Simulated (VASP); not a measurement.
## Hg: single point with PBE

Hg:

```
Hg
1.0
     0.00000    3.08477    3.08477
     3.08477    0.00000    3.08477
     3.08477    3.08477    0.00000
Hg
2
Direct
  0.87500 0.87500 0.87500
  0.12500 0.12500 0.12500
```

| Property | Result |
| --- | --- |
| Program | VASP 6.6.1 |
| Task | single point |
| Functional | PBE |
| Potentials or basis | VASP PAW PBE potentials, release 64 (Hg) |
| Cutoff | 520 eV |
| k mesh | 11 × 11 × 11 |
| Occupations | fermi-dirac, width 0.05 eV |
| Spin | no spin polarisation |

| Property | Result |
| --- | --- |
| Pressure | 12.1 GPa |
| Band gap on the k mesh | zero (bands 12 and 13 overlap by 5.44 eV) |

Levels at points of the mesh, in eV from the Fermi level:
| k point | band 10 | band 11 | band 12 | band 13 | band 14 | band 15 |
| --- | --- | --- | --- | --- | --- | --- |
| (0.00, 0.00, 0.00) | -6.17 | -6.17 | 4.95 | 6.11 | 6.11 | 6.11 |

Wall time 16 s on 1 thread of Intel(R) Xeon(R) 6975P-C (Granite Rapids) (shared host), peak memory 0.19 GiB.

Caveat: the cell stands under pressure; spin-orbit coupling is left out, which moves the levels of the heavy elements.
